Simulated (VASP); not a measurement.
# Au in VASP: notebook

Au is run at these levels: r2SCAN, B3LYP; tasks: single point, relaxation of cell and atoms.

All numbers are computed with VASP 6.6.1; they aren't measurements. Logs are shortened: lines on timing, memory, paths and dates and some standing lists are left out, and cuts for length are marked.

### Step 1. The cell of the first run

The typed cell holds 1 atom: a = 2.808 Å, b = 2.664 Å, c = 2.778 Å, α = 91.02°, β = 90.03°, γ = 91.82°.

### Step 2. Single point, r2SCAN

POSCAR

```
Au
1.0
    2.8073190000     -0.0433470000     -0.0008520000
   -0.0433470000      2.6634960000     -0.0240980000
   -0.0008520000     -0.0240980000      2.7774360000
Au
1
Direct
    0.4894220000      0.4834150000      0.4898520000
```

INCAR.step1

```
SYSTEM = Au
ALGO     = Normal         ! electronic algorithm
EDIFF    = 1E-4           ! SCF threshold, eV
ENCUT    = 520            ! plane-wave cutoff, eV
GGA      = PE             ! functional
ISMEAR   = 1              ! smearing method
LASPH    = .True.         ! aspherical terms in the spheres
LCHARG   = .False.        ! write CHGCAR
LREAL    = .False.        ! projectors in reciprocal space
LWAVE    = .True.         ! write WAVECAR
NBANDS   = 12             ! bands
NELM     = 60             ! most SCF steps
PREC     = Accurate       ! precision mode
SIGMA    = 0.1            ! smearing width, eV
```

INCAR.step2

```
SYSTEM = Au
ALGO     = Normal         ! electronic algorithm
EDIFF    = 1E-6           ! SCF threshold, eV
ENCUT    = 520            ! plane-wave cutoff, eV
ISIF     = 2              ! what is computed and relaxed
ISMEAR   = 1              ! smearing method
ISTART   = 1            
LASPH    = .True.         ! aspherical terms in the spheres
LCHARG   = .False.        ! write CHGCAR
LMIXTAU  = .True.       
LREAL    = .False.        ! projectors in reciprocal space
LWAVE    = .False.        ! write WAVECAR
METAGGA  = R2SCAN         ! meta-GGA
NBANDS   = 12             ! bands
NELM     = 60             ! most SCF steps
PREC     = Accurate       ! precision mode
SIGMA    = 0.1            ! smearing width, eV
```

KPOINTS

```
k-points
0
Gamma
  15 16 16
  0 0 0
```

Potentials or basis: VASP PAW PBE potentials, release 64 (Au).

Launch:

```bash
$ cat potpaw_PBE.64/Au/POTCAR > POTCAR
$ cp INCAR.step1 INCAR
$ mpirun -np 1 vasp_std > vasp.out
$ cp INCAR.step2 INCAR
$ mpirun -np 1 vasp_std > vasp.out
```

OUTCAR:

```text
SYSTEM = Au
   EDIFF = 1E-6
   ENCUT = 520
   ISIF = 2
   ISMEAR = 1
   ISTART = 1
   LASPH = .True.
   LREAL = .False.
   METAGGA = R2SCAN
   NELM = 60
   PREC = Accurate

 ion  position               nearest neighbor table
   1  0.489  0.483  0.490-

  LATTYP: Found a triclinic cell.
 ALAT       =     4.7423265641
 B/A-ratio  =     0.5856915656
 C/A-ratio  =     0.5920414222
 COS(alpha) =     0.0004762064
 COS(beta)  =     0.5745113761
 COS(gamma) =     0.5959248053

  Lattice vectors:

 A1 = (  -2.7648240000,  -2.6442470000,   2.8023860000)
 A2 = (  -0.0008520000,  -0.0240980000,   2.7774360000)
 A3 = (  -2.8073190000,   0.0433470000,   0.0008520000)

Analysis of symmetry for initial positions (statically):
=====================================================================
 Subroutine PRICEL returns:
 Original cell was already a primitive cell.

 Routine SETGRP: Setting up the symmetry group for a
 triclinic supercell.

 Subroutine GETGRP returns: Found  2 space group operations
 (whereof  1 operations were pure point group operations)
 out of a pool of  2 trial point group operations.

The static configuration has the point symmetry C_1 .
 The point group associated with its full space group is S_2 .

Analysis of symmetry for dynamics (positions and initial velocities):
=====================================================================
 Subroutine PRICEL returns:
 Original cell was already a primitive cell.

 Routine SETGRP: Setting up the symmetry group for a
 triclinic supercell.

 Subroutine GETGRP returns: Found  2 space group operations
 (whereof  1 operations were pure point group operations)
 out of a pool of  2 trial point group operations.

The dynamic configuration has the point symmetry C_1 .
 The point group associated with its full space group is S_2 .

 Subroutine INISYM returns: Found  2 space group operations
 (whereof  1 operations are pure point group operations),
 and found     1 'primitive' translations

----------------------------------------------------------------------------------------

                                     Primitive cell

  volume of cell :      20.7608

  direct lattice vectors                    reciprocal lattice vectors
     2.807319000 -0.043347000 -0.000852000     0.356301351  0.005800062  0.000159622
    -0.043347000  2.663496000 -0.024098000     0.005800062  0.375570297  0.003260358
[... 85 lines left out ...]
   EDIFFG = 0.1E-04   stopping-criterion for IOM
   NSW    =      0    number of steps for IOM
   IBRION =     -1    ionic relax: 0-MD 1-quasi-New 2-CG
   NFREE  =      0    steps in history (QN), initial steepest desc. (CG)
   ISIF   =      2    stress and relaxation
   ISYM   =      2    0-nonsym 1-usesym 2-fastsym
   POTIM  = 0.5000    time-step for ionic-motion
   TEBEG  =    0.0;   TEEND  =   0.0 temperature during run
   PSTRESS=    0.0 pullay stress
   NELECT =      11.0000    total number of electrons
   NUPDOWN=      -1.0000    fix difference up-down
   EMIN   =  10.00;   EMAX   =-10.00  energy-range for DOS
   EFERMI =   0.00;   METHOD = LEGACY
   ISMEAR =     1;   SIGMA  =   0.10  broadening in eV -4-tet -1-fermi 0-gaus
   EFERMI_NEDOS =   21; number of points for ismear=-14 and -15
   IALGO  =     38    algorithm
   IMIX   =      4    mixing-type and parameters
     AMIX     =   0.40;   BMIX     =  1.00
     AMIX_MAG =   1.60;   BMIX_MAG =  1.00
  volume/ion in A,a.u.               =      20.76       140.10
  Fermi-wavevector in a.u.,A,eV,Ry     =   1.324720  2.503358 23.876647  1.754884
  Thomas-Fermi vector in A             =   2.454234
   LORBIT       =      0    0 simple, 1 ext, 2 COOP (PROOUT), +10 PAW based schemes
   METAGGA = R2SCAN    functional components
   LHFCALC =     F    Hartree Fock is set to
   AEXX    =    0.0000 exact exchange contribution
   IVDW    =     0    specifies the selected vdW correction
   LEPSILON=     F    determine dielectric tensor
   LRPA    =     F    only Hartree local field effects (RPA)
 non-spin polarized calculation
 Methfessel and Paxton  Order N= 1 SIGMA  =   0.10
  energy-cutoff  :      520.00
  volume of cell :       20.76
 maximum number of plane-waves:       572
 NGX is ok and might be reduce to    24

 number of electron      11.0000001 magnetization

 Free energy of the ion-electron system (eV)
  ---------------------------------------------------
  ext. energy  EPLUGINS =         0.00000000
  ---------------------------------------------------
  free energy    TOTEN  =       -50.38356285 eV

  energy without entropy =      -50.38352586  energy(sigma->0) =      -50.38355052

 E-fermi :   6.0957     XC(G=0): -12.1623

 val. band max:        6.0901000089   @ k =  -0.4000   0.3125   0.0625
 cond. band min:       6.1012158782   @ k =   0.4000   0.0625   0.3125
 fundamental gap:      0.0111158692
 Fermi energy:         6.0957103999

 k-point     1 :       0.0000    0.0000    0.0000
  band No.  band energies     occupation
      1      -1.8325      2.00000
      2       0.0727      2.00000
      3       0.3799      2.00000
      4       4.3330      2.00000
      5       4.5385      2.00000
      6       4.5864      2.00000
      7      19.6927      0.00000
      8      20.1094      0.00000
      9      21.8679      0.00000
     10      25.3109      0.00000
     11      27.6074      0.00000
     12      28.7882      0.00000
[... 331 lines left out ...]
 k-point    24 :      -0.0000    0.1250    0.0000
  band No.  band energies     occupation
      1      -1.3822      2.00000
      2       0.3956      2.00000
      3       0.4650      2.00000
      4       4.2240      2.00000
      5       4.2749      2.00000
      6       4.3638      2.00000
      7      19.0399      0.00000
      8      20.3832      0.00000
      9      20.8011      0.00000
     10      25.9467      0.00000
     11      26.6982      0.00000
     12      31.5282      0.00000

 [... further k-points ...]
[... 5 lines left out ...]
  --------------------------------------------------------------------------------------
  -------------------------------------------------------------------------------------
  Total       -0.9486429      0.6954685     -0.7086602     -0.0572184     -0.0214334     -0.0045334
  in kB      -73.2097318     53.6714679    -54.6895163     -4.4157207     -1.6540825     -0.3498585
  external PRESSURE =     -24.7425934 kB  Pullay stress =       0.0000000 kB

 VOLUME and BASIS-vectors are now :
 -----------------------------------------------------------------------------
  energy-cutoff  :      520.00
  volume of cell :       20.76
      direct lattice vectors                 reciprocal lattice vectors
     2.807319000 -0.043347000 -0.000852000     0.356301351  0.005800062  0.000159622
    -0.043347000  2.663496000 -0.024098000     0.005800062  0.375570297  0.003260358
    -0.000852000 -0.024098000  2.777436000     0.000159622  0.003260358  0.360072637

 POSITION                                       TOTAL-FORCE (eV/Angst)
 -----------------------------------------------------------------------------------
      1.35259      1.25455      1.34847         0.000000      0.000000      0.000000
 -----------------------------------------------------------------------------------
    total drift:                                0.000003     -0.000012     -0.000001

  FREE ENERGIE OF THE ION-ELECTRON SYSTEM (eV)
  ---------------------------------------------------
  free  energy   TOTEN  =       -50.3835628527 eV

  energy  without entropy=      -50.3835258614  energy(sigma->0) =      -50.38355052
```

OUTCAR.step1:

```text
SYSTEM = Au
   EDIFF = 1E-4
   ENCUT = 520
   GGA = PE
   ISMEAR = 1
   LASPH = .True.
[... 585 lines left out ...]
 -----------------------------------------------------------------------------------
      1.35259      1.25455      1.34847         0.000000     -0.000000      0.000000
 -----------------------------------------------------------------------------------
    total drift:                                0.000001      0.000004     -0.000002

  FREE ENERGIE OF THE ION-ELECTRON SYSTEM (eV)
  ---------------------------------------------------
  free  energy   TOTEN  =        -2.9988836120 eV

  energy  without entropy=       -2.9988968897  energy(sigma->0) =       -2.99888804
```

OSZICAR.step1:

```text
N       E                     dE             d eps       ncg     rms          rms(c)
DAV:   1     0.493802966089E+02    0.49380E+02   -0.55892E+03 46832   0.817E+02
DAV:   2    -0.259358649955E+01   -0.51974E+02   -0.49233E+02 53552   0.181E+02
DAV:   3    -0.327093943254E+01   -0.67735E+00   -0.67660E+00 55428   0.203E+01
DAV:   4    -0.327347919741E+01   -0.25398E-02   -0.25396E-02 52908   0.141E+00
DAV:   5    -0.327350349083E+01   -0.24293E-04   -0.24294E-04 55844   0.138E-01    0.653E+00
DAV:   6    -0.300974475364E+01    0.26376E+00   -0.87926E-01 49096   0.714E+00    0.459E+00
DAV:   7    -0.300107597276E+01    0.86688E-02   -0.16859E-02 54720   0.106E+00    0.257E+00
DAV:   8    -0.299888341722E+01    0.21926E-02   -0.10275E-03 52408   0.233E-01    0.979E-02
DAV:   9    -0.299888361201E+01   -0.19479E-06   -0.40744E-05 28428   0.496E-02
   1 F= -.29988836E+01 E0= -.29988880E+01  d E =0.132777E-04
```

Wall time 20 min (1 thread of Intel Xeon 8259CL, shared host); peak memory 0.53 GiB.

Results:

| Property | Result |
| --- | --- |
| Free energy | -50.3836 eV |
| Pressure | -2.5 GPa |
| Band gap on the k mesh | zero (an odd number of electrons rules out a gap without spin polarisation) |

Stress tensor (GPa, compression positive):
```
-7.32 -0.44 -0.03
-0.44  5.37 -0.17
-0.03 -0.17 -5.47
```

Caveat: the stress differs along the axes, from -7 to 5 GPa; the PAW data sets were made with another functional, which shifts forces and pressure a little; spin-orbit coupling is left out, which moves the levels of the heavy elements.

### Step 3. Relaxation of cell and atoms, B3LYP

This run uses another cell than the first one, of the same volume but with other edges.

POSCAR

```
Au
1.0
    2.7484100000      0.0000000000      0.0000000000
    0.0000000000      2.7484100000      0.0000000000
    0.0000000000      0.0000000000      2.7484100000
Au
1
Direct
    0.5000000000      0.5000000000      0.5000000000
```

INCAR.step1

```
SYSTEM = Au
PREC = Accurate
ENCUT = 540
EDIFF = 1E-5
ISMEAR = -1
SIGMA = 0.05
LREAL = .False.
LASPH = .True.
NELM = 120
ALGO = Normal
LWAVE = .True.
LCHARG = .False.
GGA = PE
NBANDS = 16
GGA_COMPAT = .False.
IBRION = 2
ISIF = 3
EDIFFG = -0.005
NELMIN = 4
NSW = 100
```

INCAR.step2

```
SYSTEM = Au
PREC = Accurate
ENCUT = 540
EDIFF = 1E-7
ISMEAR = -1
SIGMA = 0.05
LREAL = .False.
LASPH = .True.
NELM = 120
ALGO = Normal
ISIF = 3
LWAVE = .False.
LCHARG = .False.
GGA = B3
LHFCALC = .True.
AEXX = 0.2
AGGAX = 0.72
AGGAC = 0.81
ALDAC = 0.19
PRECFOCK = Normal
IBRION = 2
NSW = 60
EDIFFG = -0.01
ISTART = 1
GGA_COMPAT = .False.
NELMIN = 4
```

KPOINTS

```
regular mesh
0
Gamma
  5 5 5
  0 0 0
```

Potentials or basis: VASP PAW PBE potentials, release 64 (Au_sv_GW).

Launch:

```bash
$ cat potpaw_PBE.64/Au_sv_GW/POTCAR > POTCAR
$ cp INCAR.step1 INCAR
$ mpirun -np 1 vasp_std > vasp.out
$ cp INCAR.step2 INCAR
$ mpirun -np 1 vasp_std > vasp.out
```

It took 13 min on 1 thread of Intel Xeon Platinum 8375C at 2.90GHz (Ice Lake), shared host; peak memory 0.16 GiB.

It converged, with:

```
Free energy                           : -0.1711 eV
Relaxed volume                        : 21.79 Å³/atom
Relaxed cell                          : a = 2.793 Å, b = 2.793 Å, c = 2.793 Å, α = 90.00°, β = 90.00°, γ = 90.00°
Space group after relaxing (to 0.1 Å) : Pm-3m (No. 221)
Energy gained by relaxing             : 15.6 meV/atom
Ionic steps                           : 3
Pressure after relaxing               : -0.1 GPa
Band gap on the k mesh                : zero (an odd number of electrons rules out a gap without spin polarisation)
```

The path:
| step | energy change (eV) | largest force (eV/Å) | pressure (GPa) | volume (Å³) |
| --- | --- | --- | --- | --- |
| 1 | 0.0000 | 0.0000 | 5.17 | 20.76 |
| 2 | -0.0015 | 0.0000 | -4.09 | 22.84 |
| 3 | -0.0156 | 0.0000 | -0.06 | 21.79 |

Final structure:
```
Au
1.0
     2.79289    0.00000    0.00000
     0.00000    2.79289    0.00000
     0.00000    0.00000    2.79289
Au
1
Direct
  0.50000 0.50000 0.50000
```

Levels at points of the mesh, in eV from the Fermi level:
| k point | band 6 | band 7 | band 8 | band 9 | band 10 | band 11 | band 12 | band 13 |
| --- | --- | --- | --- | --- | --- | --- | --- | --- |
| (0.00, 0.00, 0.00) | -6.72 | -6.72 | -2.75 | -2.75 | -2.75 | 14.56 | 14.56 | 14.56 |

Caveat: the k points lie up to 0.45 Å⁻¹ apart in the final cell, too coarse for converged energies and pressures of a metal; the PAW data sets were made with another functional, which shifts forces and pressure a little; spin-orbit coupling is left out, which moves the levels of the heavy elements.

The gap in the log of VASP goes by the Fermi energy; the results here count the filled bands.